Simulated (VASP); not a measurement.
Input of a VASP 6.6.1 run:

File POSCAR:

```
BN
1.0
    2.5439500013      0.0587652450      0.0000000000
   -1.2210828056      2.1737427046      0.0000000000
    0.0000000000      0.0000000000      4.2078153363
B N
2 2
Direct
    0.3343967102      0.6669334366      0.0002769228
    0.6656032898      0.3330665634      0.5002769228
    0.3301790014      0.6671395730      0.3747230772
    0.6698209986      0.3328604270      0.8747230772
```

The input INCAR.step1:

```
PREC = Accurate
ENCUT = 520
EDIFF = 1E-5
ISMEAR = 0
SIGMA = 0.01
LREAL = F
LASPH = T
NELM = 100
ALGO = Normal
ISIF = 2
LWAVE = T
NBANDS = 16
GGA = PE
KPAR = 4
```

The input INCAR.step2:

```
PREC = Accurate
ENCUT = 520
EDIFF = 1E-7
ISMEAR = 0
SIGMA = 0.01
LREAL = F
LASPH = T
NELM = 100
ALGO = Normal
ISIF = 2
LWAVE = F
LCHARG = T
GGA = PE
LHFCALC = T
HFSCREEN = 0.2079
PRECFOCK = Normal
LVHAR = T
NBANDS = 16
ISTART = 1
KPAR = 4
```

KPOINTS

```
Automatic mesh
0
Gamma
  9 9 4
```

Potentials or basis: VASP PAW PBE potentials, release 64 (B, N).

Command:

```bash
$ cat potpaw_PBE.64/B/POTCAR potpaw_PBE.64/N/POTCAR > POTCAR
$ cp INCAR.step1 INCAR
$ mpirun -np 4 vasp_std > vasp.out
$ cp INCAR.step2 INCAR
$ mpirun -np 4 vasp_std > vasp.out
```

Q: What does it give for the largest force?

A: 0.028 eV/Å.

Q: What does it give for the pressure?

A: -3.4 GPa.

Stress tensor (GPa, compression positive):
```
 -3.34 -19.54   0.00
-19.54  -2.35   0.00
  0.00   0.00  -4.45
```

Caveat: the cell differs from its parent crystal (shear xy strain +4.6%); the cell stands under tension; the structure was generated, so it needn't be the stable form of BN; the PAW data sets were made with another functional, which shifts forces and pressure a little.
